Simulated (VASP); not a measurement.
## InP: single point with PBE

InP:

```
CELL_PARAMETERS angstrom
0.00000 2.95198 2.95198
2.95198 0.00000 2.95198
2.95198 2.95198 0.00000
ATOMIC_POSITIONS crystal
In 0.00000 0.00000 0.00000
P 0.25000 0.25000 0.25000
```

```json
{
 "Program": "VASP 6.6.1",
 "Task": "single point",
 "Functional": "PBE",
 "Potentials or basis": "VASP PAW PBE potentials, release 64 (In_d, P)",
 "Cutoff": "500 eV",
 "k mesh": "6 × 6 × 6",
 "Occupations": "gaussian, width 0.1 eV",
 "Spin": "no spin polarisation",
 "Dipole correction": "no",
 "Further INCAR settings": "ALGO = Normal; EDIFF = 1e-06; NBANDS = 16"
}
```

```json
{"Pressure": "1.7 GPa", "Band gap on the k mesh": "0.59 eV, direct"}
```

Levels at points of the mesh, in eV from the valence-band top:
| k point | band 6 | band 7 | band 8 | band 9 | band 10 | band 11 | band 12 | band 13 |
| --- | --- | --- | --- | --- | --- | --- | --- | --- |
| (0.00, 0.00, 0.00) | -11.37 | 0.00 | 0.00 | 0.00 | 0.59 | 4.09 | 4.09 | 4.09 |
| (0.50, 0.00, 0.00) | -9.72 | -5.62 | -0.94 | -0.94 | 1.44 | 4.80 | 4.80 | 7.05 |
| (0.50, 0.50, 0.00) | -9.09 | -5.66 | -2.25 | -2.25 | 1.80 | 2.27 | 9.08 | 9.45 |

Wall time 24 s on 1 thread of Intel Xeon 8259CL, on a shared host, peak memory 0.17 GiB.

Caveat: spin-orbit coupling is left out, which moves the levels of the heavy elements. A hybrid or GW would open this gap; PBE tends to underestimate it.
